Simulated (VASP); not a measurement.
SiGe3Ru:

```
Si Ge Ru
1.0
     3.69553    0.00000    0.00000
    -1.84777    3.20042    0.00000
     0.00000    0.00000    8.08037
Si Ge Ru
1 3 1
Direct
  0.66667 0.33333 0.00000
  0.33333 0.66667 0.27469
  0.33333 0.66667 0.72531
  0.66667 0.33333 0.50000
  0.33333 0.66667 0.50000
```

The cell was built from a structure type or drawn by symmetry, and may not be a known phase.

```yaml
Program: VASP 6.6.1
Task: relaxation of cell and atoms
Functional: PBE
Potentials_or_basis: VASP PAW PBE potentials, release 64 (Si, Ge_d, Ru_pv)
Cutoff: 600 eV
k_mesh: 6 × 6 × 2
Occupations: gaussian, width 0.1 eV
Spin: no spin polarisation
```

At the start: pressure 64.2 GPa; volume 19.11 Å³/atom.

Question: Where does the relaxation end?

Answer: Over 19 steps the energy falls by 2490.1 meV/atom and the volume is 21.34 Å³/atom (+11.7 %); space group P-6m2 (No. 187, to 0.1 Å) before and after.

Step by step:
```tsv
step	energy change (eV)	largest force (eV/Å)	pressure (GPa)	volume (Å³)
1	0.0000	23.5095	64.16	95.57
2	-5.2241	2.3006	-11.41	233.50
3	-6.1406	2.1251	-9.78	212.50
4	-6.5593	1.9571	-9.17	200.36
5	-8.7911	1.0216	-7.36	145.85
6	-10.3248	0.6330	-2.18	119.31
7	-10.6056	1.8061	6.20	107.10
8	-10.6334	1.2677	3.26	110.22
9	-10.6355	1.4243	4.23	109.16
10	-11.7286	1.6561	-4.82	118.53
11	-11.7409	1.6407	-5.31	119.38
12	-12.1818	1.8438	-1.63	111.08
13	-12.1803	1.3444	3.83	103.92
14	-12.2391	1.6401	1.04	107.21
15	-12.3988	0.7142	2.28	104.05
16	-12.4230	0.0784	1.67	104.87
17	-12.4486	0.0895	-0.61	107.55
18	-12.4493	0.0654	-0.29	107.14
19	-12.4505	0.0239	0.04	106.72
```

Final structure:
```
Si Ge Ru
1.0
     3.98309    0.00000    0.00000
    -1.99155    3.44946    0.00000
     0.00000    0.00000    7.76728
Si Ge Ru
1 3 1
Direct
  0.66667 0.33333 0.00000
  0.33333 0.66667 0.18146
  0.33333 0.66667 0.81854
  0.66667 0.33333 0.50000
  0.33333 0.66667 0.50000
```

Caveat: the k points lie up to 0.40 Å⁻¹ apart in the final cell, too coarse for converged energies and pressures of a metal.
